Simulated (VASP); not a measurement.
# BP (I-4m2) in VASP: notebook

Runs on BP. Level: r2SCAN. Tasks: single point.

All numbers are computed with VASP 6.6.1; they aren't measurements. Logs are shortened: lines on timing, memory, paths and dates and some standing lists are left out, and cuts for length are marked.

### 1 The cell of the first run

The structure is tetragonal, space group I-4m2 (No. 119). The conventional cell has a = 3.144 Å, b = 3.144 Å, c = 4.574 Å, α = 90.00°, β = 90.00°, γ = 90.00°. B (site symmetry -4m2) has 4 P at 1.94 Å within 2.6 Å. Within 2.6 Å of P (site symmetry -4m2) lie 4 B at 1.94 Å.

### 2 Single point, r2SCAN (film at in-plane strain -0.02)

POSCAR

```
BP
1.0
    2.2228919999      2.2228919999      0.0000000000
   -2.2228919999      2.2228919999      0.0000000000
    0.0000000000      2.2228919999      2.2868648755
B P
1 1
Direct
    0.0000000000      0.0000000000      0.0000000000
    0.7500000000      0.2500000000      0.5000000000
```

INCAR.step1

```
PREC = Accurate
ENCUT = 520
ISMEAR = 0
SIGMA = 0.01
LREAL = F
LASPH = T
NELM = 60
NBANDS = 11
GGA = PE
ALGO = Normal
EDIFF = 1E-4
LWAVE = T
LCHARG = F
```

INCAR.step2

```
PREC = Accurate
ENCUT = 520
EDIFF = 1E-6
ISMEAR = 0
SIGMA = 0.01
LREAL = F
LASPH = T
NELM = 60
ALGO = Normal
ISIF = 2
LWAVE = F
LCHARG = F
METAGGA = R2SCAN
LMIXTAU = T
NBANDS = 11
ISTART = 1
```

KPOINTS

```
regular mesh
0
Gamma
  8 8 8
```

Potentials or basis: VASP PAW PBE potentials, release 64 (B, P).

Command:

```sh
cat potpaw_PBE.64/B/POTCAR potpaw_PBE.64/P/POTCAR > POTCAR
cp INCAR.step1 INCAR
mpirun -np 1 vasp_std > vasp.out
cp INCAR.step2 INCAR
mpirun -np 1 vasp_std > vasp.out
```

OUTCAR:

```text
PREC = Accurate
   ENCUT = 520
   EDIFF = 1E-6
   ISMEAR = 0
   LREAL = F
   LASPH = T
   NELM = 60
   ISIF = 2
   METAGGA = R2SCAN
   ISTART = 1

 ion  position               nearest neighbor table
   1  0.000  0.000  0.000-   2 1.94   2 1.94   2 1.94   2 1.94
   2  0.750  0.250  0.500-   1 1.94   1 1.94   1 1.94   1 1.94

  LATTYP: Found a body centered tetragonal cell.
 ALAT       =     3.1436440139
 C/A-ratio  =     1.4549133842

  Lattice vectors:

 A1 = (   2.2228919999,   0.0000000000,  -2.2868648755)
 A2 = (  -2.2228919999,   0.0000000000,  -2.2868648755)
 A3 = (   0.0000000000,   2.2228919999,   2.2868648755)

Analysis of symmetry for initial positions (statically):
=====================================================================
 Subroutine PRICEL returns:
 Original cell was already a primitive cell.

 Routine SETGRP: Setting up the symmetry group for a
 body centered tetragonal supercell.

 Subroutine GETGRP returns: Found  8 space group operations
 (whereof  8 operations were pure point group operations)
 out of a pool of 16 trial point group operations.

The static configuration has the point symmetry D_2d.

Analysis of symmetry for dynamics (positions and initial velocities):
=====================================================================
 Subroutine PRICEL returns:
 Original cell was already a primitive cell.

 Routine SETGRP: Setting up the symmetry group for a
 body centered tetragonal supercell.

 Subroutine GETGRP returns: Found  8 space group operations
 (whereof  8 operations were pure point group operations)
 out of a pool of 16 trial point group operations.

The dynamic configuration has the point symmetry D_2d.

 Subroutine INISYM returns: Found  8 space group operations
 (whereof  8 operations are pure point group operations),
 and found     1 'primitive' translations

----------------------------------------------------------------------------------------

                                     Primitive cell

  volume of cell :      22.5999

  direct lattice vectors                    reciprocal lattice vectors
     2.222892000  2.222892000  0.000000000     0.224932205  0.224932205 -0.218639940
    -2.222892000  2.222892000  0.000000000    -0.224932205  0.224932205 -0.218639940
     0.000000000  2.222892000  2.286864876     0.000000000  0.000000000  0.437279881

  length of vectors
     3.143644014  3.143644014  3.189200496     0.385995360  0.385995360  0.437279881

  position of ions in fractional coordinates (direct lattice)
     0.000000000  0.000000000  0.000000000
     0.750000000  0.250000000  0.500000000

  ion indices of the primitive-cell ions
   primitive index   ion index
                 1           1
                 2           2

----------------------------------------------------------------------------------------

 KPOINTS: regular mesh

Automatic generation of k-mesh.
 Grid dimensions read from file:
 generate k-points for:    8    8    8

 Generating k-lattice:

  Cartesian coordinates                     Fractional coordinates (reciprocal lattice)
     0.028116526  0.028116526 -0.027329993     0.125000000  0.000000000 -0.000000000
    -0.028116526  0.028116526 -0.027329993     0.000000000  0.125000000 -0.000000000
     0.000000000  0.000000000  0.054659985     0.000000000  0.000000000  0.125000000

  Length of vectors
     0.048249420  0.048249420  0.054659985

  Shift w.r.t. Gamma in fractional coordinates (k-lattice)
     0.000000000  0.000000000  0.000000000

 Subroutine IBZKPT returns following result:
 ===========================================

 Found     59 irreducible k-points:

 Following reciprocal coordinates:
            Coordinates               Weight
  0.000000  0.000000  0.000000      1.000000
  0.125000  0.000000  0.000000      8.000000
  0.250000  0.000000  0.000000      8.000000
  0.375000  0.000000  0.000000      8.000000
  0.500000  0.000000  0.000000      4.000000
  0.125000  0.125000  0.000000      8.000000
[... 16 lines left out ...]
  0.250000  0.000000  0.125000      4.000000
  0.375000  0.000000  0.125000      8.000000
 [... further k-points ...]
   k-points           NKPTS =     59   k-points in BZ     NKDIM =     59   number of bands    NBANDS=     11
   number of dos      NEDOS =    301   number of ions     NIONS =      2
   total plane-waves  NPLWV =  13824
   dimension x,y,z NGX =    24 NGY =   24 NGZ =   24
   dimension x,y,z NGXF=    48 NGYF=   48 NGZF=   48
   ions per type =               1   1
   NGX,Y,Z   is equivalent  to a cutoff of  12.69, 12.69, 12.51 a.u.
   NGXF,Y,Z  is equivalent  to a cutoff of  25.38, 25.38, 25.02 a.u.
 SYSTEM =  unknown system
   PREC   = accura    normal or accurate (medium, high low for compatibility)
   ISTART =      1    job   : 0-new  1-cont  2-samecut
   ICHARG =      0    charge: 1-file 2-atom 10-const
   ISPIN  =      1    spin polarized calculation?
   LNONCOLLINEAR =      F non collinear calculations
   LSORBIT =      F    spin-orbit coupling
   LASPH  =      T    aspherical Exc in radial PAW
   ENCUT  =  520.0 eV  38.22 Ry    6.18 a.u.   5.85  5.85  5.93*2*pi/ulx,y,z
   NELM   =     60;   NELMIN=  2; NELMDL=  0     # of ELM steps
   EDIFF  = 0.1E-05   stopping-criterion for ELM
   LREAL  =      F    real-space projection
   EDIFFG = 0.1E-04   stopping-criterion for IOM
   NSW    =      0    number of steps for IOM
   IBRION =     -1    ionic relax: 0-MD 1-quasi-New 2-CG
   NFREE  =      0    steps in history (QN), initial steepest desc. (CG)
   ISIF   =      2    stress and relaxation
   ISYM   =      2    0-nonsym 1-usesym 2-fastsym
   POTIM  = 0.5000    time-step for ionic-motion
   TEBEG  =    0.0;   TEEND  =   0.0 temperature during run
   PSTRESS=    0.0 pullay stress
   NELECT =       8.0000    total number of electrons
   NUPDOWN=      -1.0000    fix difference up-down
   EMIN   =  10.00;   EMAX   =-10.00  energy-range for DOS
   EFERMI =   0.00;   METHOD = LEGACY
   ISMEAR =     0;   SIGMA  =   0.01  broadening in eV -4-tet -1-fermi 0-gaus
   EFERMI_NEDOS =   21; number of points for ismear=-14 and -15
   IALGO  =     38    algorithm
   IMIX   =      4    mixing-type and parameters
     AMIX     =   0.40;   BMIX     =  1.00
     AMIX_MAG =   1.60;   BMIX_MAG =  1.00
  volume/ion in A,a.u.               =      11.30        76.26
  Fermi-wavevector in a.u.,A,eV,Ry     =   1.158073  2.188440 18.247208  1.341132
  Thomas-Fermi vector in A             =   2.294678
   LORBIT       =      0    0 simple, 1 ext, 2 COOP (PROOUT), +10 PAW based schemes
   METAGGA = R2SCAN    functional components
   LHFCALC =     F    Hartree Fock is set to
   AEXX    =    0.0000 exact exchange contribution
   IVDW    =     0    specifies the selected vdW correction
   LEPSILON=     F    determine dielectric tensor
   LRPA    =     F    only Hartree local field effects (RPA)
 non-spin polarized calculation
 Gauss-broadening in eV      SIGMA  =   0.01
  energy-cutoff  :      520.00
  volume of cell :       22.60
 maximum number of plane-waves:       624
   NGX = 11   NGY = 11   NGZ = 11

 number of electron       8.0000001 magnetization

 Free energy of the ion-electron system (eV)
  ---------------------------------------------------
  ext. energy  EPLUGINS =         0.00000000
  ---------------------------------------------------
  free energy    TOTEN  =       -17.28677832 eV

  energy without entropy =      -17.28677832  energy(sigma->0) =      -17.28677832

 E-fermi :   7.9394     XC(G=0): -11.6524

 val. band max:        7.8955977201   @ k =   0.0000   0.0000   0.0000
 cond. band min:       9.1031186953   @ k =  -0.3750   0.3750   0.0000
 fundamental gap:      1.2075209753
 Fermi energy:         7.9393960821

 k-point     1 :       0.0000    0.0000    0.0000
  band No.  band energies     occupation
      1      -8.7786      2.00000
      2       7.5845      2.00000
      3       7.8956      2.00000
      4       7.8956      2.00000
      5      11.4317      0.00000
      6      11.4317      0.00000
      7      11.6025      0.00000
      8      16.3240      0.00000
      9      20.1056      0.00000
     10      20.4619      0.00000
     11      20.9368      0.00000

 k-point     2 :       0.1250    0.0000    0.0000
  band No.  band energies     occupation
      1      -8.4750      2.00000
      2       5.7970      2.00000
      3       7.2135      2.00000
      4       7.4469      2.00000
      5      12.0052      0.00000
      6      12.0927      0.00000
      7      12.3092      0.00000
      8      17.0900      0.00000
      9      19.2869      0.00000
     10      19.9136      0.00000
     11      21.3505      0.00000

 k-point     3 :       0.2500    0.0000    0.0000
  band No.  band energies     occupation
      1      -7.5832      2.00000
      2       2.5881      2.00000
      3       6.4223      2.00000
      4       6.7362      2.00000
      5      12.2184      0.00000
      6      12.9987      0.00000
      7      13.0001      0.00000
      8      18.4932      0.00000
      9      19.2813      0.00000
     10      19.4844      0.00000
     11      22.0615      0.00000

 k-point     4 :       0.3750    0.0000    0.0000
  band No.  band energies     occupation
      1      -6.2114      2.00000
      2      -0.3542      2.00000
      3       5.8717      2.00000
      4       6.2522      2.00000
      5      12.0581      0.00000
      6      12.9822      0.00000
      7      13.1075      0.00000
      8      18.9338      0.00000
      9      21.1553      0.00000
     10      21.3139      0.00000
     11      23.0027      0.00000
[... 239 lines left out ...]
 k-point    22 :       0.0000    0.0000    0.1250
  band No.  band energies     occupation
      1      -8.3883      2.00000
      2       6.3434      2.00000
      3       6.6320      2.00000
      4       6.6320      2.00000
      5      11.0022      0.00000
      6      13.1807      0.00000
      7      13.1808      0.00000
      8      16.2570      0.00000
      9      18.5505      0.00000
     10      21.3586      0.00000
     11      21.6568      0.00000

 k-point    23 :       0.2500    0.0000    0.1250
  band No.  band energies     occupation
      1      -7.9598      2.00000
      2       4.5077      2.00000
      3       5.1733      2.00000
      4       7.4784      2.00000
      5      12.2629      0.00000
      6      12.6760      0.00000
      7      13.4342      0.00000
      8      17.0280      0.00000
      9      18.3534      0.00000
     10      21.1039      0.00000
     11      22.5357      0.00000

 k-point    24 :       0.3750    0.0000    0.1250
  band No.  band energies     occupation
      1      -6.8813      2.00000
      2       1.6366      2.00000
      3       4.3047      2.00000
      4       6.7538      2.00000
      5      12.9327      0.00000
      6      13.1891      0.00000
      7      13.8209      0.00000
      8      17.5146      0.00000
      9      18.3444      0.00000
     10      22.1510      0.00000
     11      23.9630      0.00000

 [... further k-points ...]
[... 5 lines left out ...]
  --------------------------------------------------------------------------------------
  -------------------------------------------------------------------------------------
  Total        1.1547123      1.1547123     -0.0806398      0.0000000      0.0000000      0.0000000
  in kB       81.8610199     81.8610199     -5.7167961      0.0000000      0.0000000      0.0000000
  external PRESSURE =      52.6684146 kB  Pullay stress =       0.0000000 kB

 VOLUME and BASIS-vectors are now :
 -----------------------------------------------------------------------------
  energy-cutoff  :      520.00
  volume of cell :       22.60
      direct lattice vectors                 reciprocal lattice vectors
     2.222892000  2.222892000  0.000000000     0.224932205  0.224932205 -0.218639940
    -2.222892000  2.222892000  0.000000000    -0.224932205  0.224932205 -0.218639940
     0.000000000  2.222892000  2.286864876     0.000000000  0.000000000  0.437279881

 POSITION                                       TOTAL-FORCE (eV/Angst)
 -----------------------------------------------------------------------------------
      0.00000      0.00000      0.00000        -0.000000     -0.000000      0.000000
      1.11145      3.33434      1.14343         0.000000      0.000000      0.000000
 -----------------------------------------------------------------------------------
    total drift:                                0.000000      0.000000     -0.000000

  FREE ENERGIE OF THE ION-ELECTRON SYSTEM (eV)
  ---------------------------------------------------
  free  energy   TOTEN  =       -17.2867783250 eV

  energy  without entropy=      -17.2867783250  energy(sigma->0) =      -17.28677832
```

Run time: 15 s. Hardware: 1 thread of Intel Xeon 6975P-C (Granite Rapids), shared host; peak memory 0.14 GiB.

What came out:

```
Free energy            : -17.2868 eV
Pressure               : 5.3 GPa
Band gap on the k mesh : 1.21 eV, indirect (least direct gap 3.54 eV)
```

Stress tensor (GPa, compression positive):
```
 8.19  0.00  0.00
 0.00  8.19  0.00
 0.00  0.00 -0.57
```

Caveat: the cell differs from its parent crystal (film at in-plane strain -0.02); the PAW data sets were made with another functional, which shifts forces and pressure a little.

### 3 Single point, r2SCAN (in-plane strain -0.01, then relaxed in part)

POSCAR

```
BP
1.0
    2.2455745713      2.2455745713      0.0000000000
   -2.2455745713      2.2455745713      0.0000000000
    0.0000000000      2.2455745713      2.2776173382
B P
1 1
Direct
    0.0000000000      0.0000000000      0.0000000000
    0.7500000000      0.2500000000      0.5000000000
```

INCAR.step1

```
PREC = Accurate
ENCUT = 520
ISMEAR = 0
SIGMA = 0.01
LREAL = False
LASPH = True
NELM = 100
NBANDS = 11
GGA = PE
ALGO = Normal
EDIFF = 1E-4
LWAVE = True
LCHARG = False
```

INCAR.step2

```
PREC = Accurate
ENCUT = 520
EDIFF = 1E-6
ISMEAR = 0
SIGMA = 0.01
LREAL = False
LASPH = True
NELM = 100
ALGO = Normal
ISIF = 2
LWAVE = False
LCHARG = False
METAGGA = R2SCAN
LMIXTAU = True
NBANDS = 11
ISTART = 1
```

KPOINTS

```
Automatic mesh
0
Gamma
  8 8 8
```

Potentials or basis: VASP PAW PBE potentials, release 64 (B, P).

Command:

```sh
cat potpaw_PBE.64/B/POTCAR potpaw_PBE.64/P/POTCAR > POTCAR
cp INCAR.step1 INCAR
mpirun -np 1 vasp_std > vasp.out
cp INCAR.step2 INCAR
mpirun -np 1 vasp_std > vasp.out
```

Wall time 15 s (1 thread of Intel Xeon 6975P-C (Granite Rapids), shared host); peak memory 0.14 GiB.

It converged, with:

```
Free energy            : -17.3044 eV
Pressure               : 2.3 GPa
Band gap on the k mesh : 1.34 eV, indirect (least direct gap 3.59 eV)
```

Stress tensor (GPa, compression positive):
```
 3.69  0.00  0.00
 0.00  3.69  0.00
 0.00  0.00 -0.54
```

Levels at points of the mesh, in eV from the valence-band top:
| k point | band 1 | band 2 | band 3 | band 4 | band 5 | band 6 | band 7 | band 8 |
| --- | --- | --- | --- | --- | --- | --- | --- | --- |
| (0.00, 0.00, 0.00) | -16.47 | -0.15 | 0.00 | 0.00 | 3.59 | 3.59 | 3.67 | 8.23 |
| (0.50, 0.00, 0.00) | -12.91 | -9.68 | -2.04 | -1.84 | 4.15 | 4.96 | 5.06 | 10.94 |
| (0.50, 0.50, 0.00) | -11.16 | -9.22 | -4.53 | -4.50 | 1.40 | 1.77 | 13.00 | 13.34 |
| (0.00, 0.00, 0.50) | -11.31 | -9.36 | -4.35 | -4.35 | 1.57 | 1.99 | 13.19 | 13.19 |

Caveat: the cell differs from its parent crystal (in-plane strain -0.01, then relaxed in part); the PAW data sets were made with another functional, which shifts forces and pressure a little. A k mesh can miss the band edges.

### 4 Single point, r2SCAN (in-plane strain -0.01)

POSCAR, as its differences from that of step 3:

```diff
@@ -4,3 +4,3 @@
    -2.2455745713      2.2455745713      0.0000000000
-    0.0000000000      2.2455745713      2.2776173382
+    0.0000000000      2.2455745713      2.2818666856
 B P
```

INCAR.step1

```
SYSTEM = BP
PREC = Accurate
ENCUT = 520
ISMEAR = 0
SIGMA = 0.01
LREAL = .False.
LASPH = .True.
NELM = 60
NBANDS = 11
GGA = PE
ALGO = Normal
EDIFF = 1E-4
LWAVE = .True.
LCHARG = .False.
```

INCAR.step2

```
SYSTEM = BP
PREC = Accurate
ENCUT = 520
EDIFF = 1E-6
ISMEAR = 0
SIGMA = 0.01
LREAL = .False.
LASPH = .True.
NELM = 60
ALGO = Normal
ISIF = 2
LWAVE = .False.
LCHARG = .True.
METAGGA = R2SCAN
LMIXTAU = .True.
LELF = .True.
LVHAR = .True.
NBANDS = 11
ISTART = 1
```

KPOINTS

```
Automatic mesh
0
Gamma
  8 8 8
  0 0 0
```

Command:

```sh
cat potpaw_PBE.64/B/POTCAR potpaw_PBE.64/P/POTCAR > POTCAR
cp INCAR.step1 INCAR
mpirun -np 1 vasp_std > vasp.out
cp INCAR.step2 INCAR
mpirun -np 1 vasp_std > vasp.out
```

Wall time 15 s (1 thread of Intel Xeon 6975P-C (Granite Rapids), shared host); peak memory 0.14 GiB.

It converged, with:

```yaml
Free_energy: -17.3042 eV
Pressure: 1.9 GPa
Band_gap_on_the_k_mesh: 1.33 eV, indirect (least direct gap 3.57 eV)
```

Stress tensor (GPa, compression positive):
```
 3.54  0.00  0.00
 0.00  3.54  0.00
 0.00  0.00 -1.25
```

Levels at points of the mesh, in eV from the valence-band top:
| k point | band 1 | band 2 | band 3 | band 4 | band 5 | band 6 | band 7 | band 8 | band 9 |
| --- | --- | --- | --- | --- | --- | --- | --- | --- | --- |
| (0.00, 0.00, 0.00) | -16.46 | -0.17 | 0.00 | 0.00 | 3.57 | 3.57 | 3.67 | 8.19 | 12.39 |
| (0.50, 0.00, 0.00) | -12.90 | -9.67 | -2.05 | -1.83 | 4.12 | 4.95 | 5.07 | 10.92 | 15.42 |
| (0.50, 0.50, 0.00) | -11.16 | -9.22 | -4.53 | -4.50 | 1.39 | 1.76 | 12.95 | 13.33 | 16.53 |
| (0.00, 0.00, 0.50) | -11.32 | -9.37 | -4.34 | -4.34 | 1.58 | 2.00 | 13.16 | 13.16 | 16.41 |

Caveat: the cell differs from its parent crystal (in-plane strain -0.01); the PAW data sets were made with another functional, which shifts forces and pressure a little. A k mesh can miss the band edges.

### 5 Summary

```csv
cell,gap on the mesh (eV),pressure (GPa)
"a = 3.144, b = 3.144, c = 3.189 Å, angles 60.5, 60.5, 90.0°, 2 atoms",1.21,5.3
"a = 3.176, b = 3.176, c = 3.198 Å, angles 60.2, 60.2, 90.0°, 2 atoms",1.34,2.3
"a = 3.176, b = 3.176, c = 3.201 Å, angles 60.3, 60.3, 90.0°, 2 atoms",1.33,1.9
```

Alike in all rows: task single point; level r2SCAN; potentials or basis VASP PAW PBE potentials, release 64 (B, P); no spin polarisation; k mesh 8 × 8 × 8; cutoff (eV) 520; smearing gaussian 0.01 eV.

Caveats: the PAW data sets were made with another functional, which shifts forces and pressure a little.

Total energies depend on the potentials used, so only differences within one code and one set of settings carry meaning.
